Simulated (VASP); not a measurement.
Runs of VASP 6.6.1 on Ga. The structure is that of space group Fd-3m (No. 227), or close to it. The cells are those of the table. This isn't the form of Ga at room conditions, which is orthorhombic.

| task | cell | k mesh | cutoff (eV) | gap on the mesh (eV) | pressure (GPa) |
| --- | --- | --- | --- | --- | --- |
| single point | a = 4.223 Å, angles 60.0°, 2 atoms | 10 × 10 × 10 | 520 | none | 0.1 |
| single point | a = 4.046 Å, angles 60.0°, 2 atoms | 10 × 10 × 10 | 520 | none | (a) |
| relaxation of cell and atoms | relaxed from a = 4.214 Å, angles 60.0°, 2 atoms | 9 × 9 × 9 | 600 | none | 0.1 |
| single point | a = 4.223 Å, angles 60.0°, 2 atoms | 9 × 9 × 9 | 520 | none | 0.1 |
| single point | a = 4.385 Å, angles 60.0°, 2 atoms | 10 × 10 × 10 | 520 | none | -2.5 |
| single point | a = 4.107 Å, angles 60.0°, 2 atoms | 10 × 10 × 10 | 520 | none | 3.3 |
| single point | a = 4.166 Å, angles 60.0°, 2 atoms | 10 × 10 × 10 | 520 | none | 1.5 |

Alike in all rows: level RPBE; potentials or basis VASP PAW PBE potentials, release 64 (Ga_d); no spin polarisation; smearing fermi-dirac 0.1 eV.

Estimate the missing entries.

(a) 5.5.

Caveats: the PAW data sets were made with another functional, which shifts forces and pressure a little; the cell stands under pressure (at least some runs).

A k mesh can miss the band edges, and the runs leave out spin-orbit coupling on Ga.

A gap of «none» marks levels without a gap at the run's occupations.
